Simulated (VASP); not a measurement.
# MoSe in VASP: a series of runs

MoSe is run at these levels: PBE; tasks: single point.

Everything below comes from runs of VASP 6.6.1. Logs are shortened: lines on timing, memory, paths and dates and some standing lists are left out, and cuts for length are marked.

## (1) The cell of the first run

The typed cell holds 2 atoms: a = 4.091 Å, b = 4.091 Å, c = 4.091 Å, α = 60.00°, β = 60.00°, γ = 60.00°.

## (2) Single point, PBE

The input, INCAR:

```
SYSTEM = MoSe
PREC = Accurate
ENCUT = 520
EDIFF = 1E-7
ISMEAR = 0
SIGMA = 0.05
LREAL = .False.
LASPH = .True.
NELM = 100
ALGO = Normal
ISIF = 2
LWAVE = .False.
LCHARG = .True.
GGA = PE
LELF = .True.
LVHAR = .True.
NBANDS = 17
```

The input, KPOINTS:

```
regular mesh
0
Gamma
  6 6 6
  0 0 0
```

The input, POSCAR:

```
MoSe
1.0
    0.0000000000      2.8928795100      2.8928795100
    2.8928795100      0.0000000000      2.8928795100
    2.8928795100      2.8928795100      0.0000000000
Mo Se
1 1
Direct
   -0.0034630000     -0.0090930000      0.0151280000
    0.4981490000      0.4951660000      0.5026950000
```

Potentials or basis: VASP PAW PBE potentials, release 64 (Mo_sv, Se).

Command:

```sh
$ cat potpaw_PBE.64/Mo_sv/POTCAR potpaw_PBE.64/Se/POTCAR > POTCAR
$ mpirun -np 1 vasp_std > vasp.out
```

OUTCAR:

```text
SYSTEM = MoSe
   PREC = Accurate
   ENCUT = 520
   EDIFF = 1E-7
   ISMEAR = 0
   LREAL = .False.
   LASPH = .True.
   NELM = 100
   ISIF = 2
   GGA = PE

 ion  position               nearest neighbor table
   1  0.997  0.991  0.015-   2 2.86   2 2.87   2 2.88   2 2.91   2 2.92   2 2.92
   2  0.498  0.495  0.503-   1 2.86   1 2.87   1 2.88   1 2.91   1 2.92   1 2.92

  LATTYP: Found a face centered cubic cell.
 ALAT       =     5.7857590200

  Lattice vectors:

 A1 = (   0.0000000000,   2.8928795100,   2.8928795100)
 A2 = (   2.8928795100,   0.0000000000,   2.8928795100)
 A3 = (   2.8928795100,   2.8928795100,   0.0000000000)

Analysis of symmetry for initial positions (statically):
=====================================================================
 Subroutine PRICEL returns:
 Original cell was already a primitive cell.

 Routine SETGRP: Setting up the symmetry group for a
 face centered cubic supercell.

 Subroutine GETGRP returns: Found  1 space group operations
 (whereof  1 operations were pure point group operations)
 out of a pool of 48 trial point group operations.

The static configuration has the point symmetry C_1 .

Analysis of symmetry for dynamics (positions and initial velocities):
=====================================================================
 Subroutine PRICEL returns:
 Original cell was already a primitive cell.

 Routine SETGRP: Setting up the symmetry group for a
 face centered cubic supercell.

 Subroutine GETGRP returns: Found  1 space group operations
 (whereof  1 operations were pure point group operations)
 out of a pool of 48 trial point group operations.

The dynamic configuration has the point symmetry C_1 .

 Subroutine INISYM returns: Found  1 space group operations
 (whereof  1 operations are pure point group operations),
 and found     1 'primitive' translations

----------------------------------------------------------------------------------------

                                     Primitive cell

  volume of cell :      48.4196

  direct lattice vectors                    reciprocal lattice vectors
     0.000000000  2.892879510  2.892879510    -0.172838170  0.172838170  0.172838170
     2.892879510  0.000000000  2.892879510     0.172838170 -0.172838170  0.172838170
     2.892879510  2.892879510  0.000000000     0.172838170  0.172838170 -0.172838170

  length of vectors
     4.091149437  4.091149437  4.091149437     0.299364492  0.299364492  0.299364492

  position of ions in fractional coordinates (direct lattice)
     0.996537000  0.990907000  0.015128000
     0.498149000  0.495166000  0.502695000

  ion indices of the primitive-cell ions
   primitive index   ion index
                 1           1
                 2           2

----------------------------------------------------------------------------------------

 KPOINTS: regular mesh

Automatic generation of k-mesh.
 Grid dimensions read from file:
 generate k-points for:    6    6    6

 Generating k-lattice:

  Cartesian coordinates                     Fractional coordinates (reciprocal lattice)
    -0.028806362  0.028806362  0.028806362     0.166666667  0.000000000  0.000000000
     0.028806362 -0.028806362  0.028806362     0.000000000  0.166666667  0.000000000
     0.028806362  0.028806362 -0.028806362     0.000000000  0.000000000  0.166666667

  Length of vectors
     0.049894082  0.049894082  0.049894082

  Shift w.r.t. Gamma in fractional coordinates (k-lattice)
     0.000000000  0.000000000  0.000000000

 Subroutine IBZKPT returns following result:
 ===========================================

 Found    112 irreducible k-points:

 Following reciprocal coordinates:
            Coordinates               Weight
  0.000000  0.000000  0.000000      1.000000
  0.166667  0.000000  0.000000      2.000000
  0.000000  0.166667  0.000000      2.000000
  0.000000  0.000000  0.166667      2.000000
  0.166667  0.166667  0.166667      2.000000
  0.333333  0.000000  0.000000      2.000000
[... 16 lines left out ...]
  0.166667 -0.166667 -0.166667      2.000000
  0.333333  0.333333  0.166667      2.000000
 [... further k-points ...]
   k-points           NKPTS =    112   k-points in BZ     NKDIM =    112   number of bands    NBANDS=     17
   number of dos      NEDOS =    301   number of ions     NIONS =      2
   total plane-waves  NPLWV =  27000
   dimension x,y,z NGX =    30 NGY =   30 NGZ =   30
   dimension x,y,z NGXF=    60 NGYF=   60 NGZF=   60
   ions per type =               1   1
   NGX,Y,Z   is equivalent  to a cutoff of  12.19, 12.19, 12.19 a.u.
   NGXF,Y,Z  is equivalent  to a cutoff of  24.38, 24.38, 24.38 a.u.
 SYSTEM =  MoSe
   PREC   = accura    normal or accurate (medium, high low for compatibility)
   ISTART =      0    job   : 0-new  1-cont  2-samecut
   ICHARG =      2    charge: 1-file 2-atom 10-const
   ISPIN  =      1    spin polarized calculation?
   LNONCOLLINEAR =      F non collinear calculations
   LSORBIT =      F    spin-orbit coupling
   LASPH  =      T    aspherical Exc in radial PAW
   ENCUT  =  520.0 eV  38.22 Ry    6.18 a.u.   7.61  7.61  7.61*2*pi/ulx,y,z
   NELM   =    100;   NELMIN=  2; NELMDL= -5     # of ELM steps
   EDIFF  = 0.1E-06   stopping-criterion for ELM
   LREAL  =      F    real-space projection
   EDIFFG = 0.1E-05   stopping-criterion for IOM
   NSW    =      0    number of steps for IOM
   IBRION =     -1    ionic relax: 0-MD 1-quasi-New 2-CG
   NFREE  =      0    steps in history (QN), initial steepest desc. (CG)
   ISIF   =      2    stress and relaxation
   ISYM   =      2    0-nonsym 1-usesym 2-fastsym
   POTIM  = 0.5000    time-step for ionic-motion
   TEBEG  =    0.0;   TEEND  =   0.0 temperature during run
   PSTRESS=    0.0 pullay stress
   NELECT =      20.0000    total number of electrons
   NUPDOWN=      -1.0000    fix difference up-down
   EMIN   =  10.00;   EMAX   =-10.00  energy-range for DOS
   EFERMI =   0.00;   METHOD = LEGACY
   ISMEAR =     0;   SIGMA  =   0.05  broadening in eV -4-tet -1-fermi 0-gaus
   EFERMI_NEDOS =   21; number of points for ismear=-14 and -15
   IALGO  =     38    algorithm
   IMIX   =      4    mixing-type and parameters
     AMIX     =   0.40;   BMIX     =  1.00
     AMIX_MAG =   1.60;   BMIX_MAG =  1.00
  volume/ion in A,a.u.               =      24.21       163.38
  Fermi-wavevector in a.u.,A,eV,Ry     =   1.219208  2.303969 20.224628  1.486468
  Thomas-Fermi vector in A             =   2.354468
   LORBIT       =      0    0 simple, 1 ext, 2 COOP (PROOUT), +10 PAW based schemes
   GGA     = PE    functional components
   LHFCALC =     F    Hartree Fock is set to
   AEXX    =    0.0000 exact exchange contribution
   IVDW    =     0    specifies the selected vdW correction
   LEPSILON=     F    determine dielectric tensor
   LRPA    =     F    only Hartree local field effects (RPA)
 non-spin polarized calculation
 Gauss-broadening in eV      SIGMA  =   0.05
  energy-cutoff  :      520.00
  volume of cell :       48.42
 maximum number of plane-waves:      1315
   NGX = 15   NGY = 15   NGZ = 15

 number of electron      20.0000000 magnetization

 Free energy of the ion-electron system (eV)
  ---------------------------------------------------
  ext. energy  EPLUGINS =         0.00000000
  ---------------------------------------------------
  free energy    TOTEN  =       -12.19121601 eV

  energy without entropy =      -12.18261160  energy(sigma->0) =      -12.18691381

 E-fermi :   5.8802     XC(G=0): -10.2568

 val. band max:        5.8715736112   @ k =   0.1667   0.0000  -0.1667
 cond. band min:       5.9033161892   @ k =   0.5000   0.0000   0.1667
 fundamental gap:      0.0317425780
 Fermi energy:         5.8801609285

 k-point     1 :       0.0000    0.0000    0.0000
  band No.  band energies     occupation
      1     -55.4582      2.00000
      2     -29.5129      2.00000
      3     -29.5127      2.00000
      4     -29.5127      2.00000
      5      -8.2641      2.00000
      6       3.8840      2.00000
[... 9 lines left out ...]
     16      15.9708      0.00000
     17      15.9734      0.00000

 k-point     2 :       0.1667    0.0000    0.0000
  band No.  band energies     occupation
      1     -55.4579      2.00000
      2     -29.5195      2.00000
      3     -29.5136      2.00000
      4     -29.5134      2.00000
      5      -8.0950      2.00000
      6       2.3322      2.00000
[... 9 lines left out ...]
     16      14.8897      0.00000
     17      14.8982      0.00000

 k-point     3 :       0.0000    0.1667    0.0000
  band No.  band energies     occupation
      1     -55.4579      2.00000
      2     -29.5195      2.00000
      3     -29.5136      2.00000
      4     -29.5134      2.00000
      5      -8.0950      2.00000
      6       2.3328      2.00000
[... 9 lines left out ...]
     16      14.8902      0.00000
     17      14.8991      0.00000

 k-point     4 :       0.0000    0.0000    0.1667
  band No.  band energies     occupation
      1     -55.4579      2.00000
      2     -29.5195      2.00000
      3     -29.5135      2.00000
      4     -29.5134      2.00000
      5      -8.0950      2.00000
      6       2.3381      2.00000
[... 9 lines left out ...]
     16      14.8999      0.00000
     17      14.9020      0.00000
[... 343 lines left out ...]
      1     -55.4573      2.00000
      2     -29.5287      2.00000
      3     -29.5172      2.00000
      4     -29.5169      2.00000
      5      -7.7806      2.00000
      6       0.9821      2.00000
[... 9 lines left out ...]
     16      13.3004      0.00000
     17      13.9833      0.00000

 k-point    23 :       0.1667   -0.1667   -0.1667
  band No.  band energies     occupation
      1     -55.4573      2.00000
      2     -29.5287      2.00000
      3     -29.5172      2.00000
      4     -29.5169      2.00000
      5      -7.7806      2.00000
      6       0.9817      2.00000
[... 9 lines left out ...]
     16      13.3016      0.00000
     17      13.9813      0.00000

 k-point    24 :       0.3333    0.3333    0.1667
  band No.  band energies     occupation
      1     -55.4573      2.00000
      2     -29.5287      2.00000
      3     -29.5172      2.00000
      4     -29.5169      2.00000
      5      -7.7806      2.00000
      6       0.9827      2.00000
[... 9 lines left out ...]
     16      13.3026      0.00000
     17      13.9779      0.00000

 [... further k-points ...]
[... 5 lines left out ...]
  --------------------------------------------------------------------------------------
  -------------------------------------------------------------------------------------
  Total       -6.1315093     -6.1260040     -6.1343756     -0.0004566      0.0005599      0.0004032
  in kB     -202.8882698   -202.7061030   -202.9831159     -0.0151084      0.0185257      0.0133414
  external PRESSURE =    -202.8591629 kB  Pullay stress =       0.0000000 kB

 VOLUME and BASIS-vectors are now :
 -----------------------------------------------------------------------------
  energy-cutoff  :      520.00
  volume of cell :       48.42
      direct lattice vectors                 reciprocal lattice vectors
     0.000000000  2.892879510  2.892879510    -0.172838170  0.172838170  0.172838170
     2.892879510  0.000000000  2.892879510     0.172838170 -0.172838170  0.172838170
     2.892879510  2.892879510  0.000000000     0.172838170  0.172838170 -0.172838170

 POSITION                                       TOTAL-FORCE (eV/Angst)
 -----------------------------------------------------------------------------------
      2.91034      2.92662      5.74944         0.099027      0.137630     -0.068735
      2.88669      2.89532      2.87354        -0.099027     -0.137630      0.068735
 -----------------------------------------------------------------------------------
    total drift:                               -0.000126      0.000074     -0.000113

  FREE ENERGIE OF THE ION-ELECTRON SYSTEM (eV)
  ---------------------------------------------------
  free  energy   TOTEN  =       -12.1912160146 eV

  energy  without entropy=      -12.1826116001  energy(sigma->0) =      -12.18691381
```

Wall time 69 s (1 thread of Intel Xeon Platinum 8259CL at 2.50GHz (Skylake/Cascade Lake), shared host); peak memory 0.23 GiB.

Results:

| Property | Result |
| --- | --- |
| Free energy | -12.1912 eV |
| Pressure | -20.3 GPa |
| Largest force | 0.183 eV/Å |
| Band gap on the k mesh | zero (bands 10 and 11 overlap by 1.19 eV) |

Forces on the atoms (eV/Å):
```
Mo   0.099  0.138 -0.069
Se  -0.099 -0.138  0.069
```

Caveat: the cell stands under tension.

## (3) Single point, PBE

The input, INCAR:

```
ALGO = Normal ; EDIFF = 1E-7
ENCUT = 520 ; GGA = PE
ISIF = 2 ; ISMEAR = 0
LASPH = T ; LCHARG = T
LELF = T ; LREAL = F
LVHAR = T ; LWAVE = F
NBANDS = 17 ; NELM = 60
PREC = Accurate ; SIGMA = 0.025
```

The input, KPOINTS:

```
k-points
0
Gamma
  6 6 6
```

POSCAR is that of step 2.

Potentials or basis: VASP PAW PBE potentials, release 64 (Mo_sv, Se).

Command:

```sh
$ cat potpaw_PBE.64/Mo_sv/POTCAR potpaw_PBE.64/Se/POTCAR > POTCAR
$ mpirun -np 1 vasp_std > vasp.out
```

It took 69 s on 1 thread of Intel Xeon Platinum 8259CL at 2.50GHz (Skylake/Cascade Lake), shared host; peak memory 0.23 GiB.

It converged, with:

| Property | Result |
| --- | --- |
| Free energy | -12.1878 eV |
| Pressure | -20.3 GPa |
| Largest force | 0.165 eV/Å |
| Band gap on the k mesh | zero (bands 10 and 11 overlap by 1.19 eV) |

Forces in eV/Å, atoms in the order of the input:
```
Mo   0.088  0.126 -0.062
Se  -0.088 -0.126  0.062
```

Levels at points of the mesh, in eV from the Fermi level:
```
           k point  band 7  band 8  band 9  band 10  band 11  band 12  band 13  band 14
(0.00, 0.00, 0.00)   -2.00   -1.99   -1.10    -1.09    -1.07    -0.90    -0.89     0.81
(0.50, 0.00, 0.00)   -4.05   -4.05   -0.05    -0.05     0.27     2.52     2.85     2.91
(0.00, 0.50, 0.00)   -4.05   -4.05   -0.05    -0.05     0.27     2.53     2.85     2.91
(0.00, 0.00, 0.50)   -4.05   -4.05   -0.05    -0.05     0.28     2.58     2.86     2.86
(0.50, 0.50, 0.50)   -4.05   -4.05   -0.05    -0.05     0.27     2.54     2.86     2.90
(0.50, 0.50, 0.00)   -3.08   -3.07   -2.03    -0.42     0.29     0.29     0.57     1.61
(0.00, 0.50, 0.50)   -3.07   -3.07   -2.04    -0.42     0.29     0.29     0.57     1.61
(0.50, 0.00, 0.50)   -3.07   -3.07   -2.04    -0.42     0.29     0.29     0.57     1.61
```

Caveat: the cell stands under tension.

## (4) Single point, PBE

The input, INCAR:

```
SYSTEM = MoSe
PREC = Accurate ; ENCUT = 520
EDIFF = 1E-6 ; ISMEAR = 0
SIGMA = 0.01 ; LREAL = .FALSE.
LASPH = .TRUE. ; NELM = 80
ALGO = Normal ; ISIF = 2
LWAVE = .FALSE. ; LCHARG = .FALSE.
GGA = PE ; NBANDS = 17
```

The input, KPOINTS:

```
regular mesh
0
G
  6 6 6
  0 0 0
```

POSCAR is that of step 3.

Potentials or basis: VASP PAW PBE potentials, release 64 (Mo_sv, Se).

Command:

```sh
$ cat potpaw_PBE.64/Mo_sv/POTCAR potpaw_PBE.64/Se/POTCAR > POTCAR
$ mpirun -np 1 vasp_std > vasp.out
```

OUTCAR:

```text
SYSTEM = MoSe
   PREC = Accurate
   ENCUT = 520
   EDIFF = 1E-6
   ISMEAR = 0
   LREAL = .FALSE.
   LASPH = .TRUE.
   NELM = 80
   ISIF = 2
   GGA = PE

 ion  position               nearest neighbor table
   1  0.997  0.991  0.015-   2 2.86   2 2.87   2 2.88   2 2.91   2 2.92   2 2.92
   2  0.498  0.495  0.503-   1 2.86   1 2.87   1 2.88   1 2.91   1 2.92   1 2.92

  LATTYP: Found a face centered cubic cell.
 ALAT       =     5.7857590200

  Lattice vectors:

 A1 = (   0.0000000000,   2.8928795100,   2.8928795100)
 A2 = (   2.8928795100,   0.0000000000,   2.8928795100)
 A3 = (   2.8928795100,   2.8928795100,   0.0000000000)

Analysis of symmetry for initial positions (statically):
=====================================================================
 Subroutine PRICEL returns:
 Original cell was already a primitive cell.

 Routine SETGRP: Setting up the symmetry group for a
 face centered cubic supercell.

 Subroutine GETGRP returns: Found  1 space group operations
 (whereof  1 operations were pure point group operations)
 out of a pool of 48 trial point group operations.

The static configuration has the point symmetry C_1 .
[... 155 lines left out ...]
  ext. energy  EPLUGINS =         0.00000000
  ---------------------------------------------------
  free energy    TOTEN  =       -12.18678032 eV

  energy without entropy =      -12.18622181  energy(sigma->0) =      -12.18650106

 E-fermi :   5.8948     XC(G=0): -10.2568

 val. band max:        5.8711687170   @ k =   0.1667   0.0000  -0.1667
 cond. band min:       5.9025073889   @ k =   0.5000   0.0000   0.1667
 fundamental gap:      0.0313386718
 Fermi energy:         5.8947594239

 k-point     1 :       0.0000    0.0000    0.0000
  band No.  band energies     occupation
      1     -55.4597      2.00000
      2     -29.5144      2.00000
      3     -29.5139      2.00000
      4     -29.5137      2.00000
      5      -8.2638      2.00000
      6       3.8845      2.00000
[... 457 lines left out ...]
      4     -29.5182      2.00000
      5      -7.7804      2.00000
      6       0.9824      2.00000
[... 9 lines left out ...]
     16      13.3024      0.00000
     17      13.9778      0.00000

 [... further k-points ...]
[... 5 lines left out ...]
  --------------------------------------------------------------------------------------
  -------------------------------------------------------------------------------------
  Total       -6.1438728     -6.1337019     -6.1501565     -0.0020365      0.0016218      0.0011518
  in kB     -203.2973741   -202.9608226   -203.5052953     -0.0673855      0.0536650      0.0381140
  external PRESSURE =    -203.2544974 kB  Pullay stress =       0.0000000 kB

 VOLUME and BASIS-vectors are now :
 -----------------------------------------------------------------------------
  energy-cutoff  :      520.00
  volume of cell :       48.42
      direct lattice vectors                 reciprocal lattice vectors
     0.000000000  2.892879510  2.892879510    -0.172838170  0.172838170  0.172838170
     2.892879510  0.000000000  2.892879510     0.172838170 -0.172838170  0.172838170
     2.892879510  2.892879510  0.000000000     0.172838170  0.172838170 -0.172838170

 POSITION                                       TOTAL-FORCE (eV/Angst)
 -----------------------------------------------------------------------------------
      2.91034      2.92662      5.74944         0.084352      0.111376     -0.060739
      2.88669      2.89532      2.87354        -0.084352     -0.111376      0.060739
 -----------------------------------------------------------------------------------
    total drift:                               -0.000141      0.000057     -0.000101

  FREE ENERGIE OF THE ION-ELECTRON SYSTEM (eV)
  ---------------------------------------------------
  free  energy   TOTEN  =       -12.1867803166 eV

  energy  without entropy=      -12.1862218062  energy(sigma->0) =      -12.18650106
```

OSZICAR:

```text
N       E                     dE             d eps       ncg     rms          rms(c)
DAV:   1     0.127542871009E+03    0.12754E+03   -0.10176E+04  3848   0.109E+03
DAV:   2    -0.906404204204E+01   -0.13661E+03   -0.13360E+03  4995   0.286E+02
DAV:   3    -0.128518376683E+02   -0.37878E+01   -0.37186E+01  4299   0.431E+01
DAV:   4    -0.128759218189E+02   -0.24084E-01   -0.24070E-01  4539   0.377E+00
DAV:   5    -0.128760428917E+02   -0.12107E-03   -0.12107E-03  4212   0.283E-01    0.660E+00
DAV:   6    -0.122647664420E+02    0.61128E+00   -0.39303E+00  3838   0.117E+01    0.307E+00
DAV:   7    -0.121893315891E+02    0.75435E-01   -0.35333E-01  3891   0.402E+00    0.162E+00
DAV:   8    -0.121870256862E+02    0.23059E-02   -0.39742E-02  3936   0.118E+00    0.422E-01
DAV:   9    -0.121867033712E+02    0.32231E-03   -0.22485E-03  4038   0.397E-01    0.179E-01
DAV:  10    -0.121867874356E+02   -0.84064E-04   -0.53953E-04  4010   0.175E-01    0.365E-02
DAV:  11    -0.121867846789E+02    0.27567E-05   -0.11023E-04  3948   0.747E-02    0.130E-02
DAV:  12    -0.121867803992E+02    0.42796E-05   -0.13608E-05  3901   0.239E-02    0.210E-03
DAV:  13    -0.121867803166E+02    0.82603E-07   -0.50251E-07  2127   0.510E-03
   1 F= -.12186780E+02 E0= -.12186501E+02  d E =-.558510E-03
```

Wall time 62 s (1 thread of Intel Xeon Platinum 8259CL at 2.50GHz (Skylake/Cascade Lake), shared host); peak memory 0.23 GiB.

Results:

* Free energy: -12.1868 eV
* Pressure: -20.3 GPa
* Largest force: 0.152 eV/Å
* Band gap on the k mesh: zero (bands 10 and 11 overlap by 1.18 eV)

Forces on the atoms (eV/Å):
```
Mo   0.084  0.111 -0.061
Se  -0.084 -0.111  0.061
```

Caveat: the cell stands under tension.

(Continued in part 2 of 2.)

The gap in the log of VASP goes by the Fermi energy; the results here count the filled bands.